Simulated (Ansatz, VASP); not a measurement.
## GaSb: VASP beside Ansatz

File POSCAR:

```
GaSb
1.0
    0.0000000000      3.0349141700      3.0349141700
    3.0349141700      0.0000000000      3.0349141700
    3.0349141700      3.0349141700      0.0000000000
Ga Sb
1 1
Direct
    0.0000000000      0.0000000000      0.0000000000
    0.2500000000      0.2500000000      0.2500000000
```

File INCAR.step1:

```
PREC = Accurate
ENCUT = 550
ISMEAR = -1
SIGMA = 0.02
LREAL = F
LASPH = T
NELM = 120
NBANDS = 21
GGA = PE
ALGO = Normal
EDIFF = 1E-5
LWAVE = T
LCHARG = F
GGA_COMPAT = F
```

INCAR.step2

```
PREC = Accurate
ENCUT = 550
EDIFF = 1E-6
ISMEAR = -1
SIGMA = 0.02
LREAL = F
LASPH = T
NELM = 120
ALGO = Normal
ISIF = 2
LWAVE = F
LCHARG = F
METAGGA = R2SCAN
LMIXTAU = T
NBANDS = 21
ISTART = 1
GGA_COMPAT = F
```

File KPOINTS:

```
regular mesh
0
Gamma
  6 6 6
```

Input for Ansatz:

```yaml
crystal:
  lattice:
    - [0.0, 3.03491417, 3.03491417]
    - [3.03491417, 0.0, 3.03491417]
    - [3.03491417, 3.03491417, 0.0]
  atoms:
    - { symbol: Ga, position: [0.0, 0.0, 0.0] }
    - { symbol: Sb, position: [0.25, 0.25, 0.25] }
kpoints:
  mp_grid: { grid: [6, 6, 6] }
hamiltonian:
  xc: r2scan
scf:
  occupations: { method: fermi_dirac, width: 0.02 }
  n_extra_bands: 4
output:
  forces: true
  stress: true
  eigenvalues: true
```

Alike in both runs: task single point; functional r2SCAN; k mesh 6 × 6 × 6; occupations fermi-dirac, width 0.02 eV; no spin polarisation.

|  | VASP | Ansatz |
| --- | --- | --- |
| version | VASP 6.6.1 | Ansatz 0.2.0 |
| potentials or method | VASP PAW PBE potentials, release 64 (Ga_d, Sb_d_GW) | plane waves, PAW |
| plane-wave cutoff (eV) | 550 | 500 |
| valence electrons in the cell | 28 | 28 |

|  | VASP | Ansatz | Ansatz less VASP |
| --- | --- | --- | --- |
| pressure (GPa) | 1.8 | 1.7 | -0.02 |

VASP's potentials were made for PBE, not for r2SCAN.

Neither program's run includes spin-orbit coupling.
